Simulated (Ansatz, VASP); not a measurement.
## One calculation of Fe, two programs

INCAR

```
  ALGO = Normal
  EDIFF = 1E-6
  ENCUT = 600
  GGA = PE
  GGA_COMPAT = False
  ISIF = 2
  ISMEAR = -1
  ISPIN = 2
  LASPH = True
  LCHARG = False
  LMAXMIX = 4
  LORBIT = 11
  LREAL = False
  LWAVE = False
  MAGMOM = 3
  NBANDS = 18
  NELM = 200
  NUPDOWN = 3.0
  PREC = Accurate
  SIGMA = 0.05
```

KPOINTS

```
k-points
0
Gamma
  11 11 11
```

POSCAR

```
Fe
1.0
   -1.4430000000      1.4430000000      1.4430000000
    1.4430000000     -1.4430000000      1.4430000000
    1.4430000000      1.4430000000     -1.4430000000
Fe
1
Direct
    0.0000000000      0.0000000000      0.0000000000
```

The input input.yaml:

```yaml
crystal:
  lattice:
    - [-1.443, 1.443, 1.443]
    - [1.443, -1.443, 1.443]
    - [1.443, 1.443, -1.443]
  atoms:
    - { symbol: Fe, position: [0.0, 0.0, 0.0], spin: 3.0 }
hamiltonian:
  xc: pbe
  pseudopotentials: { kind: paw }
magnetization:
  spin_polarized: true
  initial_magnetization: 3.0
  spin_locking: { lock_magnetization: hard }
kpoints:
  mp_grid: { grid: [11, 11, 11] }
scf:
  occupations: { method: fermi_dirac, width: 0.05 }
  lower_state_search: "off"
output:
  forces: true
  stress: true
  eigenvalues: true
  write_density: true
  write_potential: true
  elf: true
  volumetric_format: npy
```

Alike in both runs: task single point; functional PBE; k mesh 11 × 11 × 11; occupations fermi-dirac, width 0.05 eV; collinear spin; fixed moment 3 μB.

|  | VASP | Ansatz |
| --- | --- | --- |
| version | VASP 6.6.1 | Ansatz 0.2.0 |
| potentials or method | VASP PAW PBE potentials, release 64 (Fe_sv) | Ansatz PAW |
| plane-wave cutoff (eV) | 600 | 420 |
| valence electrons in the cell | 16 | 16 |

|  | VASP | Ansatz | Ansatz less VASP |
| --- | --- | --- | --- |
| pressure (GPa) | 6.0 | 9.4 | +3.39 |
| net moment per atom (μB) | 3.00 | 3.00 | 0.000 |
| size of the moment on the site where the two differ most (μB) | 2.87 | 2.96 | +0.095 |

Site moments also hang on the region over which each program counts them. The functional is the same, so the differences come from potentials, cutoffs and numerics.
